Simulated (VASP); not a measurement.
A run of VASP 6.6.1:

Contents of INCAR:

```
SYSTEM = Ge
ALGO = Normal ; EDIFF = 1E-6
ENCUT = 520 ; GGA = PS
ISIF = 2 ; ISMEAR = -1
LASPH = .True. ; LCHARG = .False.
LREAL = .False. ; LWAVE = .False.
NBANDS = 21 ; NELM = 80
PREC = Accurate ; SIGMA = 0.05
```

File KPOINTS:

```
k-points
0
Gamma
  11 11 11
  0 0 0
```

File POSCAR:

```
Ge
1.0
   -2.5528272414      2.7113268570      1.4697224991
    2.5528272414     -2.7113268570      1.4697224991
    2.5528272414      2.7113268570     -1.4697224991
Ge
2
Direct
    0.1859430000      0.9359430000      0.2500000000
    0.8140570000      0.0640570000      0.7500000000
```

Potentials or basis: VASP PAW PBE potentials, release 64 (Ge_d).

Run with:

```bash
$ cat potpaw_PBE.64/Ge_d/POTCAR > POTCAR
$ mpirun -np 1 vasp_std > vasp.out
```

Hardware: 1 thread of Intel(R) Xeon(R) 6975P-C (Granite Rapids) (shared host).

Problem. How long does it take, and how much memory?

Solution. Run time: 57 s on 1 thread of Intel(R) Xeon(R) 6975P-C (Granite Rapids) (shared host), peak memory 0.27 GiB. Counts: scf iterations 10, k points 216.
